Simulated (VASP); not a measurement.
# Si20H11Cl2 in VASP: single point with PBE

Aim: the single point of Si20H11Cl2 with PBE.

Everything below comes from runs of VASP 6.6.1. Logs are shortened: lines on timing, memory, paths and dates and some standing lists are left out, and cuts for length are marked.

**1. The cell of the first run**

The cell holds a slab with vacuum, 33 atoms: a = 7.679 Å, b = 7.679 Å, c = 20.554 Å, α = 90.00°, β = 90.00°, γ = 90.00°.

**2. Single point, PBE, collinear spin**

The input, INCAR:

```
SYSTEM = Si20H11Cl2
PREC = Accurate ; ENCUT = 520
EDIFF = 1E-7 ; ISMEAR = 0
SIGMA = 0.02 ; LREAL = Auto
LASPH = .TRUE. ; NELM = 150
ALGO = Normal ; ISIF = 2
LWAVE = .FALSE. ; LCHARG = .FALSE.
ISPIN = 2 ; MAGMOM = 0 0 0 0 0 0 0 0 0 0 0 0 0 0 0 0 0 0 0 0 0 0 0 0 0 0 0 0 0 0 0 1 0
LORBIT = 11 ; GGA = PE
NBANDS = 78 ; NCORE = 4
```

The input, KPOINTS:

```
Automatic mesh
0
G
  2 2 1
  0 0 0
```

The input, POSCAR:

```
Si20H11Cl2
1.0
    7.6791800000      0.0000000000      0.0000000000
    0.0000000000      7.6791800000      0.0000000000
    0.0000000000      0.0000000000     20.5543620000
H Si Cl
11 20 2
Direct
    0.4093920000      0.0000000000      0.0486515000
    0.0906080000      0.0000000000      0.0486515000
    0.9093920000      0.0000000000      0.0486515000
    0.5906080000      0.0000000000      0.0486515000
    0.4093920000      0.5000000000      0.0486515000
    0.0906080000      0.5000000000      0.0486515000
    0.9093920000      0.5000000000      0.0486515000
    0.5906080000      0.5000000000      0.0486515000
    0.7596942816      0.0188120600      0.4189085918
    0.2135256218      0.4585839884      0.4216591601
    0.7910230311      0.4548611613      0.4220634811
    0.2500000000      0.0000000000      0.0907593000
    0.7500000000      0.0000000000      0.0907593000
    0.2500000000      0.5000000000      0.0907593000
    0.7500000000      0.5000000000      0.0907593000
    0.2517339360      0.2510577941      0.1548679320
    0.7476223147      0.2509624720      0.1551134292
    0.2498740855      0.7492461262      0.1594205378
    0.7506260000      0.7495404329      0.1593364452
    0.0001889486      0.2470705883      0.2177354562
    0.4990869053      0.2520762373      0.2207054797
    0.0001628161      0.7467110166      0.2278036738
    0.5004510073      0.7483936117      0.2273732535
   -0.0010388149      0.0077477560      0.2889930053
    0.5002365849      0.0138641990      0.2940131836
    0.0008553962      0.4841465563      0.2887525642
    0.5040910501      0.5252511761      0.3142724929
    0.2435538920      0.0932930477      0.3499770125
    0.7548408305      0.0875513770      0.3508648955
    0.2413863896      0.4038034162      0.3524593160
    0.7633648143      0.3971485529      0.3531626668
    0.5127416160      0.7223092075      0.3928191954
    0.2215243005      1.0164786212      0.4473267793
```

Potentials or basis: VASP PAW PBE potentials, release 64 (H, Si, Cl).

Command:

```console
$ cat potpaw_PBE.64/H/POTCAR potpaw_PBE.64/Si/POTCAR potpaw_PBE.64/Cl/POTCAR > POTCAR
$ mpirun -np 4 vasp_std > vasp.out
```

OUTCAR:

```text
SYSTEM = Si20H11Cl2
   PREC = Accurate
   ENCUT = 520
   EDIFF = 1E-7
   ISMEAR = 0
   LREAL = Auto
   LASPH = .TRUE.
   NELM = 150
   ISIF = 2
   ISPIN = 2
   LORBIT = 11
   GGA = PE

 ion  position               nearest neighbor table
   1  0.409  0.000  0.049-  12 1.50
   2  0.091  0.000  0.049-  12 1.50
   3  0.909  0.000  0.049-  13 1.50
   4  0.591  0.000  0.049-  13 1.50
   5  0.409  0.500  0.049-  14 1.50
   6  0.091  0.500  0.049-  14 1.50
   7  0.909  0.500  0.049-  15 1.50
   8  0.591  0.500  0.049-  15 1.50
   9  0.760  0.019  0.419-  29 1.50
  10  0.214  0.459  0.422-  30 1.50
  11  0.791  0.455  0.422-  31 1.50
  12  0.250  0.000  0.091-   1 1.50   2 1.50  16 2.34  18 2.39
  13  0.750  0.000  0.091-   3 1.50   4 1.50  17 2.34  19 2.38
  14  0.250  0.500  0.091-   5 1.50   6 1.50  16 2.32  18 2.38
  15  0.750  0.500  0.091-   7 1.50   8 1.50  17 2.33  19 2.38
  16  0.252  0.251  0.155-  14 2.32  20 2.32  21 2.33  12 2.34
  17  0.748  0.251  0.155-  15 2.33  20 2.33  21 2.34  13 2.34
  18  0.250  0.749  0.159-  22 2.38  23 2.38  14 2.38  12 2.39
  19  0.751  0.750  0.159-  23 2.38  22 2.38  15 2.38  13 2.38
  20  0.000  0.247  0.218-  16 2.32  17 2.33  26 2.33  24 2.35
  21  0.499  0.252  0.221-  16 2.33  17 2.34  25 2.37  27 2.85
  22  0.000  0.747  0.228-  24 2.37  26 2.37  19 2.38  18 2.38
  23  0.500  0.748  0.227-  19 2.38  18 2.38  25 2.46  27 2.48
  24  0.999  0.008  0.289-  29 2.35  20 2.35  28 2.35  22 2.37
  25  0.500  0.014  0.294-  29 2.35  28 2.36  21 2.37  23 2.46
  26  0.001  0.484  0.289-  20 2.33  30 2.35  31 2.35  22 2.37
  27  0.504  0.525  0.314-  32 2.21  30 2.36  31 2.36  23 2.48  21 2.85
  28  0.244  0.093  0.350-  33 2.09  24 2.35  25 2.36  30 2.39
  29  0.755  0.088  0.351-   9 1.50  24 2.35  25 2.35  31 2.38
  30  0.241  0.404  0.352-  10 1.50  26 2.35  27 2.36  28 2.39
  31  0.763  0.397  0.353-  11 1.50  26 2.35  27 2.36  29 2.38
  32  0.513  0.722  0.393-  27 2.21
  33  0.222  0.016  0.447-  28 2.09

  LATTYP: Found a simple tetragonal cell.
 ALAT       =     7.6791800000
 C/A-ratio  =     2.6766350053

  Lattice vectors:

 A1 = (   7.6791800000,   0.0000000000,   0.0000000000)
 A2 = (   0.0000000000,   7.6791800000,   0.0000000000)
 A3 = (   0.0000000000,   0.0000000000,  20.5543620000)

Analysis of symmetry for initial positions (statically):
=====================================================================
 Subroutine PRICEL returns:
 Original cell was already a primitive cell.

 Routine SETGRP: Setting up the symmetry group for a
 simple tetragonal supercell.

 Subroutine GETGRP returns: Found  1 space group operations
 (whereof  1 operations were pure point group operations)
 out of a pool of 16 trial point group operations.

The static configuration has the point symmetry C_1 .

Analysis of symmetry for dynamics (positions and initial velocities):
=====================================================================
 Subroutine PRICEL returns:
 Original cell was already a primitive cell.

 Routine SETGRP: Setting up the symmetry group for a
 simple tetragonal supercell.

 Subroutine GETGRP returns: Found  1 space group operations
 (whereof  1 operations were pure point group operations)
 out of a pool of 16 trial point group operations.

The dynamic configuration has the point symmetry C_1 .

Analysis of structural, dynamic, and magnetic symmetry:
=====================================================================
 Subroutine PRICEL returns:
 Original cell was already a primitive cell.

 Routine SETGRP: Setting up the symmetry group for a
 simple tetragonal supercell.

 Subroutine GETGRP returns: Found  1 space group operations
 (whereof  1 operations were pure point group operations)
 out of a pool of 16 trial point group operations.

The overall configuration has the point symmetry C_1 .

 Subroutine INISYM returns: Found  1 space group operations
 (whereof  1 operations are pure point group operations),
 and found     1 'primitive' translations

----------------------------------------------------------------------------------------

                                     Primitive cell

  volume of cell :    1212.0867

  direct lattice vectors                    reciprocal lattice vectors
     7.679180000  0.000000000  0.000000000     0.130222237  0.000000000  0.000000000
     0.000000000  7.679180000  0.000000000     0.000000000  0.130222237  0.000000000
[... 118 lines left out ...]
   ISTART =      0    job   : 0-new  1-cont  2-samecut
   ICHARG =      2    charge: 1-file 2-atom 10-const
   ISPIN  =      2    spin polarized calculation?
   LNONCOLLINEAR =      F non collinear calculations
   LSORBIT =      F    spin-orbit coupling
   LASPH  =      T    aspherical Exc in radial PAW
   ENCUT  =  520.0 eV  38.22 Ry    6.18 a.u.  14.28 14.28 38.22*2*pi/ulx,y,z
   NELM   =    150;   NELMIN=  2; NELMDL= -5     # of ELM steps
   EDIFF  = 0.1E-06   stopping-criterion for ELM
   LREAL  =      T    real-space projection
   EDIFFG = 0.1E-05   stopping-criterion for IOM
   NSW    =      0    number of steps for IOM
   IBRION =     -1    ionic relax: 0-MD 1-quasi-New 2-CG
   NFREE  =      0    steps in history (QN), initial steepest desc. (CG)
   ISIF   =      2    stress and relaxation
   ISYM   =      2    0-nonsym 1-usesym 2-fastsym
   POTIM  = 0.5000    time-step for ionic-motion
   TEBEG  =    0.0;   TEEND  =   0.0 temperature during run
   PSTRESS=    0.0 pullay stress
   NELECT =     105.0000    total number of electrons
   NUPDOWN=      -1.0000    fix difference up-down
   EMIN   =  10.00;   EMAX   =-10.00  energy-range for DOS
   EFERMI =   0.00;   METHOD = LEGACY
   ISMEAR =     0;   SIGMA  =   0.02  broadening in eV -4-tet -1-fermi 0-gaus
   EFERMI_NEDOS =   21; number of points for ismear=-14 and -15
   IALGO  =     38    algorithm
   IMIX   =      4    mixing-type and parameters
     AMIX     =   0.40;   BMIX     =  1.00
     AMIX_MAG =   1.60;   BMIX_MAG =  1.00
  volume/ion in A,a.u.               =      36.73       247.87
  Fermi-wavevector in a.u.,A,eV,Ry     =   0.724369  1.368859  7.139125  0.524711
  Thomas-Fermi vector in A             =   1.814821
   LORBIT       =     11    0 simple, 1 ext, 2 COOP (PROOUT), +10 PAW based schemes
   GGA     = PE    functional components
   LHFCALC =     F    Hartree Fock is set to
   AEXX    =    0.0000 exact exchange contribution
   IVDW    =     0    specifies the selected vdW correction
   LEPSILON=     F    determine dielectric tensor
   LRPA    =     F    only Hartree local field effects (RPA)
 spin polarized calculation
 Gauss-broadening in eV      SIGMA  =   0.02
  energy-cutoff  :      520.00
  volume of cell :     1212.09
 maximum number of plane-waves:     32712
 NGX is ok and might be reduce to    60
   NGX = 29   NGY = 29   NGZ = 77

 number of electron     105.0000002 magnetization      -0.0000194

 number of electron     105.0000002 magnetization       0.0000033

 Free energy of the ion-electron system (eV)
  ---------------------------------------------------
  ext. energy  EPLUGINS =         0.00000000
  ---------------------------------------------------
  free energy    TOTEN  =      -147.60775828 eV

  energy without entropy =     -147.60775828  energy(sigma->0) =     -147.60775828

 E-fermi :  -1.1989     XC(G=0):  -4.4247

 val. band max:       -1.3112722849   @ k =   0.0000   0.5000   0.0000
 cond. band min:      -0.9974145346   @ k =   0.0000   0.0000   0.0000
 fundamental gap:      0.3138577503
 Fermi energy:        -1.1988810337

 spin component 1

 k-point     1 :       0.0000    0.0000    0.0000
  band No.  band energies     occupation
      1     -16.6635      1.00000
      2     -16.3280      1.00000
      3     -12.3711      1.00000
      4     -11.3761      1.00000
      5     -10.6284      1.00000
      6     -10.5960      1.00000
[... 257 lines left out ...]
     63       2.4234      0.00000
     64       2.4387      0.00000
 Fermi energy:        -1.1988810337

 spin component 2

 k-point     1 :       0.0000    0.0000    0.0000
  band No.  band energies     occupation
      1     -16.6635      1.00000
      2     -16.3280      1.00000
      3     -12.3711      1.00000
      4     -11.3761      1.00000
      5     -10.6284      1.00000
      6     -10.5960      1.00000
[... 257 lines left out ...]
     63       2.4234      0.00000
     64       2.4387      0.00000
 [bands above 64 left out]

------------------------ aborting loop because EDIFF is reached ----------------------------------------

  FORCE on cell =-STRESS in cart. coord.  units (eV):
  Direction    XX          YY          ZZ          XY          YZ          ZX
  --------------------------------------------------------------------------------------
  -------------------------------------------------------------------------------------
  Total       17.9033914     -0.3818791     -0.4503466     -0.4022015     -0.0183849      0.0119185
  in kB       23.6653097     -0.5047807     -0.5952834     -0.5316436     -0.0243017      0.0157543
  external PRESSURE =       7.5217485 kB  Pullay stress =       0.0000000 kB

 VOLUME and BASIS-vectors are now :
 -----------------------------------------------------------------------------
  energy-cutoff  :      520.00
  volume of cell :     1212.09
      direct lattice vectors                 reciprocal lattice vectors
     7.679180000  0.000000000  0.000000000     0.130222237  0.000000000  0.000000000
     0.000000000  7.679180000  0.000000000     0.000000000  0.130222237  0.000000000
     0.000000000  0.000000000 20.554362000     0.000000000  0.000000000  0.048651474

 POSITION                                       TOTAL-FORCE (eV/Angst)
 -----------------------------------------------------------------------------------
      3.14379      0.00000      1.00000        -0.639864     -0.093075     -0.013528
      0.69580      0.00000      1.00000         0.601468     -0.034514     -0.000722
      6.98338      0.00000      1.00000        -0.602811     -0.024219     -0.002825
      4.53539      0.00000      1.00000         0.638101     -0.091114     -0.011180
      3.14379      3.83959      1.00000        -0.632928      0.076371     -0.006464
      0.69580      3.83959      1.00000         0.631146      0.058639      0.001514
[... 25 lines left out ...]
      3.93744      5.54674      8.07415        -0.001041     -0.026182     -0.031001
      1.70112      0.12654      9.19452         0.003444      0.016101     -0.065839
 -----------------------------------------------------------------------------------
    total drift:                                0.003868      0.002472      0.000861

  FREE ENERGIE OF THE ION-ELECTRON SYSTEM (eV)
  ---------------------------------------------------
  free  energy   TOTEN  =      -147.6077582811 eV

  energy  without entropy=     -147.6077582811  energy(sigma->0) =     -147.60775828

 total charge

# of ion       s       p       d       tot
------------------------------------------
    1        0.568   0.019   0.000   0.586
    2        0.567   0.019   0.000   0.586
    3        0.567   0.019   0.000   0.586
    4        0.568   0.019   0.000   0.586
    5        0.568   0.019   0.000   0.586
    6        0.567   0.019   0.000   0.586
[... 25 lines left out ...]
   32        1.611   3.505   0.000   5.116
   33        1.604   3.523   0.000   5.127
--------------------------------------------------
tot         24.379  26.081   0.000  50.460

 magnetization (x)

# of ion       s       p       d       tot
------------------------------------------
    1       -0.000  -0.000   0.000  -0.000
    2       -0.000  -0.000   0.000  -0.000
    3       -0.000  -0.000   0.000  -0.000
    4       -0.000  -0.000   0.000  -0.000
    5       -0.000  -0.000   0.000  -0.000
    6       -0.000  -0.000   0.000  -0.000
[... 25 lines left out ...]
   32        0.000   0.000   0.000   0.000
   33        0.000   0.000   0.000   0.000
--------------------------------------------------
tot         -0.000   0.000   0.000   0.000
```

Run time: 13 min. Hardware: 4 MPI ranks of Oxide Virtual Turin-like, shared host; peak memory 0.54 GiB.

What came out:

```
Free energy                                           : -147.6078 eV
Largest force                                         : 0.647 eV/Å
Net moment                                            : 0.00 μB per cell
Valence electrons inside the program's atomic spheres : H 0.59, 0.57 (each value once); Si 1.74, 1.75, 1.72, 1.68, 1.71, 1.66, 1.64, 1.70, 1.59, 1.63 (each value once); Cl 5.12, 5.13
```

Forces in eV/Å, atoms in the order of the input:
```
H   -0.640 -0.093 -0.014
H    0.601 -0.035 -0.001
H   -0.603 -0.024 -0.003
H    0.638 -0.091 -0.011
H   -0.633  0.076 -0.006
H    0.631  0.059  0.002
H   -0.629  0.046  0.006
H    0.633  0.080 -0.008
H    0.001  0.004 -0.003
H   -0.003  0.001  0.002
H    0.000 -0.004 -0.004
Si   0.151 -0.242  0.078
Si  -0.138 -0.220  0.079
Si   0.011  0.225 -0.066
Si  -0.026  0.210 -0.039
Si  -0.004  0.005 -0.005
Si   0.001  0.003  0.000
Si  -0.001 -0.001 -0.001
Si   0.001  0.006  0.001
Si   0.001 -0.004 -0.005
Si  -0.002 -0.008 -0.004
Si   0.002 -0.003  0.003
Si   0.000  0.004  0.010
Si  -0.003  0.009 -0.001
Si   0.005  0.012 -0.003
Si   0.002 -0.007  0.001
Si  -0.007  0.022  0.030
Si  -0.003 -0.023  0.057
Si   0.004 -0.004  0.001
Si   0.004  0.003 -0.003
Si   0.001  0.005  0.005
Cl  -0.001 -0.026 -0.031
Cl   0.003  0.016 -0.066
```

Levels at points of the mesh, in eV from the Fermi level:
Spin up:
| k point | band 48 | band 49 | band 50 | band 51 | band 52 | band 53 | band 54 | band 55 | band 56 | band 57 |
| --- | --- | --- | --- | --- | --- | --- | --- | --- | --- | --- |
| (0.00, 0.00, 0.00) | -0.89 | -0.77 | -0.69 | -0.46 | -0.41 | 0.20 | 1.32 | 1.55 | 1.72 | 1.96 |
| (0.50, 0.00, 0.00) | -1.20 | -1.13 | -0.94 | -0.86 | -0.50 | 0.38 | 2.04 | 2.21 | 2.34 | 2.40 |
| (0.00, 0.50, 0.00) | -1.33 | -1.01 | -0.95 | -0.55 | -0.49 | -0.11 | 1.61 | 1.76 | 2.18 | 2.26 |
| (0.50, 0.50, 0.00) | -1.42 | -1.22 | -0.99 | -0.93 | -0.88 | -0.21 | 2.20 | 2.25 | 2.33 | 2.49 |
Spin down:
| k point | band 50 | band 51 | band 52 | band 53 | band 54 | band 55 |
| --- | --- | --- | --- | --- | --- | --- |
| (0.00, 0.00, 0.00) | -0.69 | -0.46 | -0.41 | 0.20 | 1.32 | 1.55 |
| (0.50, 0.00, 0.00) | -0.94 | -0.86 | -0.50 | 0.38 | 2.04 | 2.21 |
| (0.00, 0.50, 0.00) | -0.95 | -0.55 | -0.49 | -0.11 | 1.61 | 1.76 |
| (0.50, 0.50, 0.00) | -0.99 | -0.93 | -0.88 | -0.21 | 2.20 | 2.25 |

Caveat: the k points lie up to 0.41 Å⁻¹ apart; there is no dipole correction, which matters where the two faces differ.
